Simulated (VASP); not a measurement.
Crystal: C.

```
C
1.0
     0.00000    1.81835    1.81835
     1.81835    0.00000    1.81835
     1.81835    1.81835    0.00000
C
2
Direct
  0.75000 0.75000 0.75000
  0.50000 0.50000 0.50000
```

Base run:

```yaml
Program: VASP 6.6.1
Functional: PBEsol
Potentials_or_basis: VASP PAW PBE potentials, release 64 (C)
Cutoff: 520 eV
k_mesh: 13 × 13 × 13
Occupations: fermi-dirac, width 0.05 eV
Spin: no spin polarisation
```

Its results: band gap on the k mesh 3.89 eV, indirect (least direct gap 5.38 eV); pressure -26.6 GPa.

Question: After a change of settings the same cell gave: band gap on the k mesh 4.01 eV, indirect (least direct gap 5.43 eV); pressure -16.5 GPa. Which change was it?
A. functional from PBEsol to BLYP
B. further incar settings from ALGO = Normal; EDIFF = 1e-07; NBANDS = 11 to ALGO = Normal; EDIFF = 1e-06; NBANDS = 11; dispersion from none to D4
C. functional from PBEsol to revPBE
D. functional from PBEsol to revPBE; dispersion from none to D3(BJ)

Answer: C.

revPBE binds less tightly than PBEsol, so the same cell stands under more pressure.

Caveats: the PAW data sets were made with another functional, which shifts forces and pressure a little.
